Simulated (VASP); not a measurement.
# BAs in VASP: a series of runs

Aim: see how the results for BAs move with the level of theory and the settings. Levels: PBEsol, r2SCAN, PBE. Tasks: single point.

Everything below comes from runs of VASP 6.6.1. Logs are shortened: lines on timing, memory, paths and dates and some standing lists are left out, and cuts for length are marked.

## (1) The cell of the first run

Symmetry: F-43m, No. 216, cubic system. The conventional cell has a = 4.712 Å, b = 4.712 Å, c = 4.712 Å, α = 90.00°, β = 90.00°, γ = 90.00°. B (site symmetry -43m) has 4 As at 2.04 Å within 2.7 Å. As (site symmetry -43m) has 4 B at 2.04 Å within 2.7 Å.

## (2) Single point, PBEsol (functional pbesol, volume scaled by 0.96)

Contents of INCAR:

```
PREC = Accurate
ENCUT = 500
EDIFF = 1E-6
ISMEAR = -1
SIGMA = 0.03
LREAL = F
LASPH = T
NELM = 120
ALGO = Normal
ISIF = 2
LWAVE = F
LCHARG = F
GGA = PS
NBANDS = 11
GGA_COMPAT = F
```

Contents of KPOINTS:

```
Automatic mesh
0
Gamma
  15 15 15
```

Contents of POSCAR:

```
BAs
1.0
    0.0000000000      2.3562190158      2.3562190158
    2.3562190158      0.0000000000      2.3562190158
    2.3562190158      2.3562190158      0.0000000000
B As
1 1
Direct
    0.0000000000      0.0000000000      0.0000000000
    0.7500000000      0.7500000000      0.7500000000
```

Potentials or basis: VASP PAW PBE potentials, release 64 (B, As).

Run with:

```
cat potpaw_PBE.64/B/POTCAR potpaw_PBE.64/As/POTCAR > POTCAR
mpirun -np 1 vasp_std > vasp.out
```

OUTCAR:

```text
PREC = Accurate
   ENCUT = 500
   EDIFF = 1E-6
   ISMEAR = -1
   LREAL = F
   LASPH = T
   NELM = 120
   ISIF = 2
   GGA = PS

 ion  position               nearest neighbor table
   1  0.000  0.000  0.000-   2 2.04   2 2.04   2 2.04   2 2.04
   2  0.750  0.750  0.750-   1 2.04   1 2.04   1 2.04   1 2.04

  LATTYP: Found a face centered cubic cell.
 ALAT       =     4.7124380316

  Lattice vectors:

 A1 = (   0.0000000000,   2.3562190158,   2.3562190158)
 A2 = (   2.3562190158,   0.0000000000,   2.3562190158)
 A3 = (   2.3562190158,   2.3562190158,   0.0000000000)

Analysis of symmetry for initial positions (statically):
=====================================================================
 Subroutine PRICEL returns:
 Original cell was already a primitive cell.

 Routine SETGRP: Setting up the symmetry group for a
 face centered cubic supercell.

 Subroutine GETGRP returns: Found 24 space group operations
 (whereof 24 operations were pure point group operations)
 out of a pool of 48 trial point group operations.

The static configuration has the point symmetry T_d .

Analysis of symmetry for dynamics (positions and initial velocities):
=====================================================================
 Subroutine PRICEL returns:
 Original cell was already a primitive cell.

 Routine SETGRP: Setting up the symmetry group for a
 face centered cubic supercell.

 Subroutine GETGRP returns: Found 24 space group operations
 (whereof 24 operations were pure point group operations)
 out of a pool of 48 trial point group operations.

The dynamic configuration has the point symmetry T_d .

 Subroutine INISYM returns: Found 24 space group operations
 (whereof 24 operations are pure point group operations),
 and found     1 'primitive' translations

----------------------------------------------------------------------------------------

                                     Primitive cell

  volume of cell :      26.1624

  direct lattice vectors                    reciprocal lattice vectors
     0.000000000  2.356219016  2.356219016    -0.212204382  0.212204382  0.212204382
     2.356219016  0.000000000  2.356219016     0.212204382 -0.212204382  0.212204382
     2.356219016  2.356219016  0.000000000     0.212204382  0.212204382 -0.212204382

  length of vectors
     3.332196888  3.332196888  3.332196888     0.367548771  0.367548771  0.367548771

  position of ions in fractional coordinates (direct lattice)
     0.000000000  0.000000000  0.000000000
     0.750000000  0.750000000  0.750000000

  ion indices of the primitive-cell ions
   primitive index   ion index
                 1           1
                 2           2

----------------------------------------------------------------------------------------

 KPOINTS: Automatic mesh

Automatic generation of k-mesh.
 Grid dimensions read from file:
 generate k-points for:   15   15   15

 Generating k-lattice:

  Cartesian coordinates                     Fractional coordinates (reciprocal lattice)
    -0.014146959  0.014146959  0.014146959     0.066666667  0.000000000  0.000000000
     0.014146959 -0.014146959  0.014146959     0.000000000  0.066666667  0.000000000
     0.014146959  0.014146959 -0.014146959     0.000000000  0.000000000  0.066666667

  Length of vectors
     0.024503251  0.024503251  0.024503251

  Shift w.r.t. Gamma in fractional coordinates (k-lattice)
     0.000000000  0.000000000  0.000000000

 Subroutine IBZKPT returns following result:
 ===========================================

 Found    120 irreducible k-points:

 Following reciprocal coordinates:
            Coordinates               Weight
  0.000000  0.000000  0.000000      1.000000
  0.066667  0.000000  0.000000      8.000000
  0.133333  0.000000  0.000000      8.000000
  0.200000  0.000000  0.000000      8.000000
  0.266667  0.000000  0.000000      8.000000
  0.333333  0.000000  0.000000      8.000000
[... 16 lines left out ...]
  0.133333  0.133333  0.000000      6.000000
  0.200000  0.133333  0.000000     24.000000
 [... further k-points ...]
   k-points           NKPTS =    120   k-points in BZ     NKDIM =    120   number of bands    NBANDS=     11
   number of dos      NEDOS =    301   number of ions     NIONS =      2
   total plane-waves  NPLWV =  13824
   dimension x,y,z NGX =    24 NGY =   24 NGZ =   24
   dimension x,y,z NGXF=    48 NGYF=   48 NGZF=   48
   ions per type =               1   1
   NGX,Y,Z   is equivalent  to a cutoff of  11.97, 11.97, 11.97 a.u.
   NGXF,Y,Z  is equivalent  to a cutoff of  23.95, 23.95, 23.95 a.u.
 SYSTEM =  unknown system
   PREC   = accura    normal or accurate (medium, high low for compatibility)
   ISTART =      0    job   : 0-new  1-cont  2-samecut
   ICHARG =      2    charge: 1-file 2-atom 10-const
   ISPIN  =      1    spin polarized calculation?
   LNONCOLLINEAR =      F non collinear calculations
   LSORBIT =      F    spin-orbit coupling
   LASPH  =      T    aspherical Exc in radial PAW
   ENCUT  =  500.0 eV  36.75 Ry    6.06 a.u.   6.08  6.08  6.08*2*pi/ulx,y,z
   NELM   =    120;   NELMIN=  2; NELMDL= -5     # of ELM steps
   EDIFF  = 0.1E-05   stopping-criterion for ELM
   LREAL  =      F    real-space projection
   EDIFFG = 0.1E-04   stopping-criterion for IOM
   NSW    =      0    number of steps for IOM
   IBRION =     -1    ionic relax: 0-MD 1-quasi-New 2-CG
   NFREE  =      0    steps in history (QN), initial steepest desc. (CG)
   ISIF   =      2    stress and relaxation
   ISYM   =      2    0-nonsym 1-usesym 2-fastsym
   POTIM  = 0.5000    time-step for ionic-motion
   TEBEG  =    0.0;   TEEND  =   0.0 temperature during run
   PSTRESS=    0.0 pullay stress
   NELECT =       8.0000    total number of electrons
   NUPDOWN=      -1.0000    fix difference up-down
   EMIN   =  10.00;   EMAX   =-10.00  energy-range for DOS
   EFERMI =   0.00;   METHOD = LEGACY
   ISMEAR =    -1;   SIGMA  =   0.03  broadening in eV -4-tet -1-fermi 0-gaus
   EFERMI_NEDOS =   21; number of points for ismear=-14 and -15
   IALGO  =     38    algorithm
   IMIX   =      4    mixing-type and parameters
     AMIX     =   0.40;   BMIX     =  1.00
     AMIX_MAG =   1.60;   BMIX_MAG =  1.00
  volume/ion in A,a.u.               =      13.08        88.28
  Fermi-wavevector in a.u.,A,eV,Ry     =   1.102925  2.084225 16.550708  1.216443
  Thomas-Fermi vector in A             =   2.239375
   LORBIT       =      0    0 simple, 1 ext, 2 COOP (PROOUT), +10 PAW based schemes
   GGA     = PS    functional components
   LHFCALC =     F    Hartree Fock is set to
   AEXX    =    0.0000 exact exchange contribution
   IVDW    =     0    specifies the selected vdW correction
   LEPSILON=     F    determine dielectric tensor
   LRPA    =     F    only Hartree local field effects (RPA)
 non-spin polarized calculation
  energy-cutoff  :      500.00
  volume of cell :       26.16
 maximum number of plane-waves:       680
   NGX = 13   NGY = 13   NGZ = 13

 number of electron       8.0000001 magnetization

 Free energy of the ion-electron system (eV)
  ---------------------------------------------------
  ext. energy  EPLUGINS =         0.00000000
  ---------------------------------------------------
  free energy    TOTEN  =       -12.18275229 eV

  energy without entropy =      -12.18275229  energy(sigma->0) =      -12.18275229

 E-fermi :   7.0068     XC(G=0): -10.9054

 val. band max:        6.5017021322   @ k =   0.0000   0.0000   0.0000
 cond. band min:       7.5360098571   @ k =   0.4000   0.4000   0.0000
 fundamental gap:      1.0343077250
 Fermi energy:         7.0067688809

 k-point     1 :       0.0000    0.0000    0.0000
  band No.  band energies     occupation
      1      -9.3155      2.00000
      2       6.5017      2.00000
      3       6.5017      2.00000
      4       6.5017      2.00000
      5       9.7937      0.00000
      6       9.7937      0.00000
      7       9.7937      0.00000
      8      11.7074      0.00000
      9      16.0540      0.00000
     10      19.6029      0.00000
     11      19.6029      0.00000

 k-point     2 :       0.0667    0.0000    0.0000
  band No.  band energies     occupation
      1      -9.2394      2.00000
      2       5.7730      2.00000
      3       6.3472      2.00000
      4       6.3472      2.00000
      5       9.9651      0.00000
      6       9.9955      0.00000
      7       9.9955      0.00000
      8      12.0718      0.00000
      9      16.3760      0.00000
     10      18.8756      0.00000
     11      18.8756      0.00000

 k-point     3 :       0.1333    0.0000    0.0000
  band No.  band energies     occupation
      1      -9.0127      2.00000
      2       4.2797      2.00000
      3       5.9884      2.00000
      4       5.9884      2.00000
      5      10.0047      0.00000
      6      10.4642      0.00000
      7      10.4642      0.00000
      8      12.9841      0.00000
      9      17.1712      0.00000
     10      18.0688      0.00000
     11      18.0688      0.00000

 k-point     4 :       0.2000    0.0000    0.0000
  band No.  band energies     occupation
      1      -8.6400      2.00000
      2       2.6244      2.00000
      3       5.5807      2.00000
      4       5.5807      2.00000
      5       9.8703      0.00000
      6      10.9518      0.00000
      7      10.9518      0.00000
      8      13.9855      0.00000
      9      17.6827      0.00000
     10      17.6827      0.00000
     11      17.7611      0.00000
[... 239 lines left out ...]
 k-point    22 :      -0.0667    0.0667    0.0000
  band No.  band energies     occupation
      1      -9.1131      2.00000
      2       5.1096      2.00000
      3       5.6051      2.00000
      4       6.3701      2.00000
      5      10.0092      0.00000
      6      10.0967      0.00000
      7      10.5581      0.00000
      8      12.5647      0.00000
      9      16.8725      0.00000
     10      17.8566      0.00000
     11      18.6772      0.00000

 k-point    23 :       0.1333    0.1333    0.0000
  band No.  band energies     occupation
      1      -8.9111      2.00000
      2       4.9213      2.00000
      3       5.1531      2.00000
      4       5.1531      2.00000
      5       8.9718      0.00000
      6      11.5731      0.00000
      7      11.5731      0.00000
      8      12.5354      0.00000
      9      16.5226      0.00000
     10      17.6325      0.00000
     11      20.0379      0.00000

 k-point    24 :       0.2000    0.1333    0.0000
  band No.  band energies     occupation
      1      -8.6363      2.00000
      2       3.6310      2.00000
      3       4.7125      2.00000
      4       4.9770      2.00000
      5       8.9679      0.00000
      6      11.8056      0.00000
      7      12.2173      0.00000
      8      12.7791      0.00000
      9      16.4406      0.00000
     10      18.4820      0.00000
     11      19.8190      0.00000

 [... further k-points ...]

------------------------ aborting loop because EDIFF is reached ----------------------------------------

  FORCE on cell =-STRESS in cart. coord.  units (eV):
  Direction    XX          YY          ZZ          XY          YZ          ZX
  --------------------------------------------------------------------------------------
  -------------------------------------------------------------------------------------
  Total        1.0324968      1.0324968      1.0324968     -0.0000000     -0.0000000      0.0000000
  in kB       63.2298772     63.2298772     63.2298772     -0.0000000     -0.0000000      0.0000000
  external PRESSURE =      63.2298772 kB  Pullay stress =       0.0000000 kB

 VOLUME and BASIS-vectors are now :
 -----------------------------------------------------------------------------
  energy-cutoff  :      500.00
  volume of cell :       26.16
      direct lattice vectors                 reciprocal lattice vectors
     0.000000000  2.356219016  2.356219016    -0.212204382  0.212204382  0.212204382
     2.356219016  0.000000000  2.356219016     0.212204382 -0.212204382  0.212204382
     2.356219016  2.356219016  0.000000000     0.212204382  0.212204382 -0.212204382

 POSITION                                       TOTAL-FORCE (eV/Angst)
 -----------------------------------------------------------------------------------
      0.00000      0.00000      0.00000        -0.000000      0.000000      0.000000
      3.53433      3.53433      3.53433         0.000000      0.000000     -0.000000
 -----------------------------------------------------------------------------------
    total drift:                               -0.000000     -0.000000     -0.000000

  FREE ENERGIE OF THE ION-ELECTRON SYSTEM (eV)
  ---------------------------------------------------
  free  energy   TOTEN  =       -12.1827522910 eV

  energy  without entropy=      -12.1827522909  energy(sigma->0) =      -12.18275229
```

It took 23 s on 1 thread of Intel Xeon 8259CL, shared host; peak memory 0.16 GiB.

What came out:

```
Free energy            : -12.1828 eV
Pressure               : 6.3 GPa
Band gap on the k mesh : 1.03 eV, indirect (least direct gap 3.29 eV)
```

Levels at points of the mesh, in eV from the valence-band top:
| k point | band 1 | band 2 | band 3 | band 4 | band 5 | band 6 | band 7 | band 8 | band 9 |
| --- | --- | --- | --- | --- | --- | --- | --- | --- | --- |
| (0.00, 0.00, 0.00) | -15.82 | 0.00 | 0.00 | 0.00 | 3.29 | 3.29 | 3.29 | 5.21 | 9.55 |

Caveat: the cell differs from its parent crystal (functional pbesol, volume scaled by 0.96); the PAW data sets were made with another functional, which shifts forces and pressure a little. A k mesh can miss the band edges.

## (3) Single point, r2SCAN

This run uses another cell than the first one, of 13.63 Å³/atom, 1.042 times its volume.

Contents of POSCAR:

```
BAs
1.0
    0.0000000000      2.3885000000      2.3885000000
    2.3885000000      0.0000000000      2.3885000000
    2.3885000000      2.3885000000      0.0000000000
B As
1 1
Direct
    0.0000000000      0.0000000000      0.0000000000
    0.7500000000      0.7500000000      0.7500000000
```

Contents of INCAR.step1:

```
PREC     = Accurate       # precision mode
ENCUT    = 550            # plane-wave cutoff, eV
ISMEAR   = -1             # smearing method
SIGMA    = 0.03           # smearing width, eV
LREAL    = False          # projectors in reciprocal space
LASPH    = True           # aspherical terms in the spheres
NELM     = 120            # most SCF steps
NBANDS   = 11             # bands
GGA      = PE             # functional
ALGO     = Normal         # electronic algorithm
EDIFF    = 1E-5           # SCF threshold, eV
LWAVE    = True           # write WAVECAR
LCHARG   = False          # write CHGCAR
GGA_COMPAT= False
```

Contents of INCAR.step2:

```
PREC     = Accurate       # precision mode
ENCUT    = 550            # plane-wave cutoff, eV
EDIFF    = 1E-6           # SCF threshold, eV
ISMEAR   = -1             # smearing method
SIGMA    = 0.03           # smearing width, eV
LREAL    = False          # projectors in reciprocal space
LASPH    = True           # aspherical terms in the spheres
NELM     = 120            # most SCF steps
ALGO     = Normal         # electronic algorithm
ISIF     = 2              # what is computed and relaxed
LWAVE    = False          # write WAVECAR
LCHARG   = False          # write CHGCAR
METAGGA  = R2SCAN         # meta-GGA
LMIXTAU  = True         
NBANDS   = 11             # bands
ISTART   = 1            
GGA_COMPAT= False
```

Contents of KPOINTS:

```
regular mesh
0
Gamma
  15 15 15
```

Potentials or basis: VASP PAW PBE potentials, release 64 (B, As).

Run with:

```
cat potpaw_PBE.64/B/POTCAR potpaw_PBE.64/As/POTCAR > POTCAR
cp INCAR.step1 INCAR
mpirun -np 1 vasp_std > vasp.out
cp INCAR.step2 INCAR
mpirun -np 1 vasp_std > vasp.out
```

It took 4.8 min on 1 thread of Intel Xeon 8259CL, shared host; peak memory 0.19 GiB.

The run converged. Its results:

```yaml
Free_energy: -22.2566 eV
Pressure: 0.9 GPa
Band_gap_on_the_k_mesh: 1.37 eV, indirect (least direct gap 3.45 eV)
```

Levels at points of the mesh, in eV from the valence-band top:
```tsv
k point	band 2	band 3	band 4	band 5	band 6	band 7
(0.00, 0.00, 0.00)	0.00	0.00	0.00	3.45	3.45	3.45
```

Caveat: the PAW data sets were made with another functional, which shifts forces and pressure a little. r2SCAN opens gaps a little over a GGA but as a rule still falls short of measured ones.

[end of part 1 of 2]
